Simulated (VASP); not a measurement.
Write the native input for VASP 6.6.1 that does the following.

| Item | Value |
| --- | --- |
| Task | single point |
| Functional | PBE |
| Potentials or basis | VASP PAW PBE potentials, release 64 (Te, O) |
| Cutoff | 520 eV |
| k mesh | 4 × 4 × 4 |
| Occupations | gaussian, width 0.2 eV |
| Spin | no spin polarisation |
| Dipole correction | no |
| Further INCAR settings | ALGO = Normal; EDIFF = 1e-06; NBANDS = 27 |

The structure of TeO5 lies in POSCAR:

```
TeO5
1.0
    3.0338102109     -3.9744702495      0.0000000000
    3.0338102109      3.9744702495      0.0000000000
    0.0000000000      0.0000000000      3.9464339525
Te O
1 5
Direct
    0.5000000000      0.5000000000      0.5000000000
    0.6105842064      0.9398321502      0.5000000000
    0.3894157936      0.0601678498      0.5000000000
    0.0601678498      0.3894157936      0.5000000000
    0.9398321502      0.6105842064      0.5000000000
    0.5000000000      0.5000000000      0.0000000000
```

The cell was built from a structure type or drawn by symmetry, and may not be a known phase.

The input as run:

INCAR

```
PREC = Accurate ; ENCUT = 520
EDIFF = 1E-6 ; ISMEAR = 0
SIGMA = 0.2 ; LREAL = F
LASPH = T ; NELM = 100
ALGO = Normal ; ISIF = 2
LWAVE = F ; LCHARG = F
GGA = PE ; NBANDS = 27
```

KPOINTS

```
regular mesh
0
Gamma
  4 4 4
```

Potentials or basis: VASP PAW PBE potentials, release 64 (Te, O).

Run with:

```console
$ cat potpaw_PBE.64/Te/POTCAR potpaw_PBE.64/O/POTCAR > POTCAR
$ mpirun -np 1 vasp_std > vasp.out
```

It gave:

```
Pressure               : 0.5 GPa
Largest force          : 0.200 eV/Å
Band gap on the k mesh : zero (bands 18 and 19 overlap by 0.22 eV)
```

Caveat: the k points lie up to 0.40 Å⁻¹ apart; spin-orbit coupling is left out, which moves the levels of the heavy elements.

Run time: 82 s on 1 thread of Intel(R) Xeon(R) Platinum 8488C (Sapphire Rapids) (shared host), peak memory 0.22 GiB.
